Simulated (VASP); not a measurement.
# NiO (Fm-3m) in VASP: a series of runs, part 2 of 2

VASP 6.6.1. Earlier steps stand in the parts before.

## Step 3: Relaxation of cell and atoms, PBEsol, collinear spin, ferromagnetic start

This run uses another cell than the first one, of 9.24 Å³/atom, 1.057 times its volume.

INCAR

```
PREC     = Accurate       # precision mode
ENCUT    = 600            # plane-wave cutoff, eV
EDIFF    = 1E-7           # SCF threshold, eV
ISMEAR   = -1             # smearing method
SIGMA    = 0.01           # smearing width, eV
LREAL    = F              # projectors in reciprocal space
LASPH    = T              # aspherical terms in the spheres
NELM     = 200            # most SCF steps
ALGO     = Normal         # electronic algorithm
ISIF     = 3              # what is computed and relaxed
LWAVE    = F              # write WAVECAR
LCHARG   = F              # write CHGCAR
ISPIN    = 2              # spin polarisation
MAGMOM   = 2 0            # initial moments
LORBIT   = 11             # projections on sites
LMAXMIX  = 4              # l up to which the mixer works
GGA      = PS             # functional
IBRION   = 2              # ionic algorithm
NSW      = 100            # ionic steps
EDIFFG   = -0.01          # ionic threshold
GGA_COMPAT= F            
NELMIN   = 4
```

KPOINTS

```
regular mesh
0
Gamma
  10 10 10
```

POSCAR

```
NiO
1.0
    0.0000000000      2.0981311000      2.0981311000
    2.0981311000      0.0000000000      2.0981311000
    2.0981311000      2.0981311000      0.0000000000
Ni O
1 1
Direct
    0.0000000000      0.0000000000      0.0000000000
    0.5000000000      0.5000000000      0.5000000000
```

Potentials or basis: VASP PAW PBE potentials, release 64 (Ni, O).

Run with:

```bash
> cat potpaw_PBE.64/Ni/POTCAR potpaw_PBE.64/O/POTCAR > POTCAR
> mpirun -np 1 vasp_std > vasp.out
```

OUTCAR:

```text
PREC = Accurate
   ENCUT = 600
   EDIFF = 1E-7
   ISMEAR = -1
   LREAL = F
   LASPH = T
   NELM = 200
   ISIF = 3
   ISPIN = 2
   LORBIT = 11
   GGA = PS
   IBRION = 2
   NSW = 100
   EDIFFG = -0.01
   NELMIN = 4

 ion  position               nearest neighbor table
   1  0.000  0.000  0.000-   2 2.10   2 2.10   2 2.10   2 2.10   2 2.10   2 2.10
   2  0.500  0.500  0.500-   1 2.10   1 2.10   1 2.10   1 2.10   1 2.10   1 2.10

  LATTYP: Found a face centered cubic cell.
 ALAT       =     4.1962622000

  Lattice vectors:

 A1 = (   0.0000000000,   2.0981311000,   2.0981311000)
 A2 = (   2.0981311000,   0.0000000000,   2.0981311000)
 A3 = (   2.0981311000,   2.0981311000,   0.0000000000)

Analysis of symmetry for initial positions (statically):
=====================================================================
 Subroutine PRICEL returns:
 Original cell was already a primitive cell.

 Routine SETGRP: Setting up the symmetry group for a
 face centered cubic supercell.

 Subroutine GETGRP returns: Found 48 space group operations
 (whereof 48 operations were pure point group operations)
 out of a pool of 48 trial point group operations.

The static configuration has the point symmetry O_h .

Analysis of symmetry for dynamics (positions and initial velocities):
=====================================================================
 Subroutine PRICEL returns:
 Original cell was already a primitive cell.

 Routine SETGRP: Setting up the symmetry group for a
 face centered cubic supercell.

 Subroutine GETGRP returns: Found 48 space group operations
 (whereof 48 operations were pure point group operations)
 out of a pool of 48 trial point group operations.

The dynamic configuration has the point symmetry O_h .

Analysis of structural, dynamic, and magnetic symmetry:
=====================================================================
 Subroutine PRICEL returns:
 Original cell was already a primitive cell.

 Routine SETGRP: Setting up the symmetry group for a
 face centered cubic supercell.

 Subroutine GETGRP returns: Found 48 space group operations
 (whereof 48 operations were pure point group operations)
 out of a pool of 48 trial point group operations.

The overall configuration has the point symmetry O_h .

 Subroutine INISYM returns: Found 48 space group operations
 (whereof 48 operations are pure point group operations),
 and found     1 'primitive' translations

----------------------------------------------------------------------------------------

                                     Primitive cell

  volume of cell :      18.4726

  direct lattice vectors                    reciprocal lattice vectors
     0.000000000  2.098131100  2.098131100    -0.238307320  0.238307320  0.238307320
     2.098131100  0.000000000  2.098131100     0.238307320 -0.238307320  0.238307320
     2.098131100  2.098131100  0.000000000     0.238307320  0.238307320 -0.238307320

  length of vectors
     2.967205457  2.967205457  2.967205457     0.412760387  0.412760387  0.412760387

  position of ions in fractional coordinates (direct lattice)
     0.000000000  0.000000000  0.000000000
     0.500000000  0.500000000  0.500000000

[... 74 lines left out ...]
   ENCUT  =  600.0 eV  44.10 Ry    6.64 a.u.   5.93  5.93  5.93*2*pi/ulx,y,z
   NELM   =    200;   NELMIN=  4; NELMDL= -5     # of ELM steps
   EDIFF  = 0.1E-06   stopping-criterion for ELM
   LREAL  =      F    real-space projection
   EDIFFG = -.1E-01   stopping-criterion for IOM
   NSW    =    100    number of steps for IOM
   IBRION =      2    ionic relax: 0-MD 1-quasi-New 2-CG
   NFREE  =      1    steps in history (QN), initial steepest desc. (CG)
   ISIF   =      3    stress and relaxation
   ISYM   =      2    0-nonsym 1-usesym 2-fastsym
   POTIM  = 0.5000    time-step for ionic-motion
   TEBEG  =    0.0;   TEEND  =   0.0 temperature during run
   PSTRESS=    0.0 pullay stress
   NELECT =      16.0000    total number of electrons
   NUPDOWN=      -1.0000    fix difference up-down
   EMIN   =  10.00;   EMAX   =-10.00  energy-range for DOS
   EFERMI =   0.00;   METHOD = LEGACY
   ISMEAR =    -1;   SIGMA  =   0.01  broadening in eV -4-tet -1-fermi 0-gaus
   EFERMI_NEDOS =   21; number of points for ismear=-14 and -15
   IALGO  =     38    algorithm
   IMIX   =      4    mixing-type and parameters
     AMIX     =   0.40;   BMIX     =  1.00
     AMIX_MAG =   1.60;   BMIX_MAG =  1.00
  volume/ion in A,a.u.               =       9.24        62.33
  Fermi-wavevector in a.u.,A,eV,Ry     =   1.560530  2.948975 33.133653  2.435255
  Thomas-Fermi vector in A             =   2.663729
   LORBIT       =     11    0 simple, 1 ext, 2 COOP (PROOUT), +10 PAW based schemes
   GGA     = PS    functional components
   LHFCALC =     F    Hartree Fock is set to
   AEXX    =    0.0000 exact exchange contribution
   IVDW    =     0    specifies the selected vdW correction
   LEPSILON=     F    determine dielectric tensor
   LRPA    =     F    only Hartree local field effects (RPA)
 conjugate gradient relaxation of ions
 spin polarized calculation
  energy-cutoff  :      600.00
  volume of cell :       18.47
 maximum number of plane-waves:       636
   NGX = 11   NGY = 11   NGZ = 11

--------------------------------------- Ionic step        1  -------------------------------------------

 number of electron      16.0000010 magnetization       1.3780387

 Free energy of the ion-electron system (eV)
  ---------------------------------------------------
  ext. energy  EPLUGINS =         0.00000000
  ---------------------------------------------------
  free energy    TOTEN  =       -12.36514923 eV

  energy without entropy =      -12.36471316  energy(sigma->0) =      -12.36493120

------------------------ aborting loop because EDIFF is reached ----------------------------------------

  FORCE on cell =-STRESS in cart. coord.  units (eV):
  Direction    XX          YY          ZZ          XY          YZ          ZX
  --------------------------------------------------------------------------------------
  -------------------------------------------------------------------------------------
  Total       -1.2759777     -1.2759777     -1.2759777     -0.0000000     -0.0000000     -0.0000000
  in kB     -110.6689510   -110.6689510   -110.6689510     -0.0000000     -0.0000000     -0.0000000
  external PRESSURE =    -110.6689510 kB  Pullay stress =       0.0000000 kB
[... 95 lines left out ...]
--------------------------------------- Ionic step        4  -------------------------------------------

 number of electron      15.9999988 magnetization       1.1361783

 Free energy of the ion-electron system (eV)
  ---------------------------------------------------
  ext. energy  EPLUGINS =         0.00000000
  ---------------------------------------------------
  free energy    TOTEN  =       -12.40311007 eV

  energy without entropy =      -12.40252466  energy(sigma->0) =      -12.40281736

 E-fermi :   8.4949     XC(G=0): -13.2256

 val. band max:        8.4784616734   @ k =  -0.3000   0.4000   0.2000
 cond. band min:       8.4990807044   @ k =   0.4000   0.2000   0.1000
 fundamental gap:      0.0206190310
 Fermi energy:         8.4949302530

 spin component 1

 k-point     1 :       0.0000    0.0000    0.0000
  band No.  band energies     occupation
      1     -12.4344      1.00000
      2       5.1173      1.00000
      3       5.1173      1.00000
      4       5.1173      1.00000
      5       5.8500      1.00000
      6       5.8500      1.00000
      7       6.0128      1.00000
      8       6.0128      1.00000
      9       6.0128      1.00000
     10      10.1818      0.00000
     11      26.2092      0.00000
     12      27.6490      0.00000
     13      27.6490      0.00000
[... 356 lines left out ...]
      2       0.9260      1.00000
      3       3.2988      1.00000
      4       3.5603      1.00000
      5       5.4957      1.00000
      6       6.4589      1.00000
      7       7.2408      1.00000
      8       7.2930      1.00000
      9       7.4766      1.00000
     10      15.2974      0.00000
     11      19.4577      0.00000
     12      20.8560      0.00000
     13      25.0319      0.00000

 [... further k-points ...]

 spin component 2

 k-point     1 :       0.0000    0.0000    0.0000
  band No.  band energies     occupation
      1     -12.1693      1.00000
      2       5.4306      1.00000
      3       5.4306      1.00000
      4       5.4306      1.00000
      5       6.6038      1.00000
      6       6.6039      1.00000
      7       6.6039      1.00000
      8       7.3691      1.00000
      9       7.3691      1.00000
     10      10.4117      0.00000
     11      26.1889      0.00000
     12      27.8248      0.00000
     13      27.8248      0.00000
[... 397 lines left out ...]
  FREE ENERGIE OF THE ION-ELECTRON SYSTEM (eV)
  ---------------------------------------------------
  free  energy   TOTEN  =       -12.4031100725 eV

  energy  without entropy=      -12.4025246572  energy(sigma->0) =      -12.40281736

 reached required accuracy - stopping structural energy minimisation

 total charge

# of ion       s       p       d       tot
------------------------------------------
    1        0.349   0.441   8.341   9.130
    2        1.555   3.393   0.000   4.949
--------------------------------------------------
tot          1.904   3.834   8.341  14.079

 magnetization (x)

# of ion       s       p       d       tot
------------------------------------------
    1        0.010   0.013   0.928   0.951
    2        0.022   0.136   0.000   0.157
--------------------------------------------------
tot          0.032   0.149   0.928   1.108
```

Wall time 68 s (1 thread of Intel Xeon 6975P-C (Granite Rapids), shared host); peak memory 0.16 GiB.

Results:

* Free energy: -12.4031 eV
* Relaxed volume: 8.68 Å³/atom
* Relaxed cell: a = 2.907 Å, b = 2.907 Å, c = 2.907 Å, α = 60.00°, β = 60.00°, γ = 60.00°
* Space group after relaxing (to 0.05 Å): Fm-3m (No. 225)
* Energy gained by relaxing: 19.0 meV/atom
* Ionic steps: 4
* Pressure after relaxing: 0.0 GPa
* Net moment: 1.14 μB per cell
* Site moments: Ni +0.95; O +0.16 μB
* Valence electrons inside the program's atomic spheres: Ni 9.13; O 4.95

Step by step:
| step | energy change (eV) | largest force (eV/Å) | pressure (GPa) | volume (Å³) |
| --- | --- | --- | --- | --- |
| 1 | 0.0000 | 0.0000 | -11.07 | 18.47 |
| 2 | -0.0250 | 0.0000 | 7.88 | 16.82 |
| 3 | -0.0379 | 0.0000 | -0.59 | 17.41 |
| 4 | -0.0380 | 0.0000 | -0.04 | 17.36 |

Final structure:
```yaml
crystal:
  lattice:
    - [0.00000, 2.05529, 2.05529]
    - [2.05529, 0.00000, 2.05529]
    - [2.05529, 2.05529, 0.00000]
  atoms:
    - { symbol: Ni, position: [0.00000, 0.00000, 0.00000] }
    - { symbol: O, position: [0.50000, 0.50000, 0.50000] }
```

Levels at points of the mesh, in eV from the Fermi level:
Spin up:
| k point | band 7 | band 8 | band 9 | band 10 | band 11 | band 12 |
| --- | --- | --- | --- | --- | --- | --- |
| (0.00, 0.00, 0.00) | -2.48 | -2.48 | -2.48 | 1.69 | 17.71 | 19.15 |
| (0.50, 0.00, 0.00) | -1.16 | 0.69 | 0.69 | 5.50 | 10.29 | 14.18 |
| (0.50, 0.50, 0.00) | -1.60 | -1.32 | -1.32 | 6.38 | 10.66 | 12.32 |
Spin down:
```tsv
k point	band 3	band 4	band 5	band 6	band 7	band 8	band 9	band 10	band 11	band 12
(0.00, 0.00, 0.00)	-3.06	-3.06	-1.89	-1.89	-1.89	-1.13	-1.13	1.92	17.69	19.33
(0.50, 0.00, 0.00)	-5.50	-5.50	-0.93	-0.93	-0.54	1.90	1.90	5.62	10.62	14.37
(0.50, 0.50, 0.00)	-4.46	-4.46	-3.01	-0.67	-0.66	-0.66	-0.03	6.68	10.89	12.54
```

Caveat: the PAW data sets were made with another functional, which shifts forces and pressure a little; a cell with one magnetic atom can't hold antiferromagnetic order, which such compounds often take; semilocal functionals often make such compounds metallic where correlation or magnetic order opens a gap, which also shifts bond lengths. With open d or f shells a metallic result of PBEsol can be an artefact of self-interaction; +U or a hybrid may open a gap.
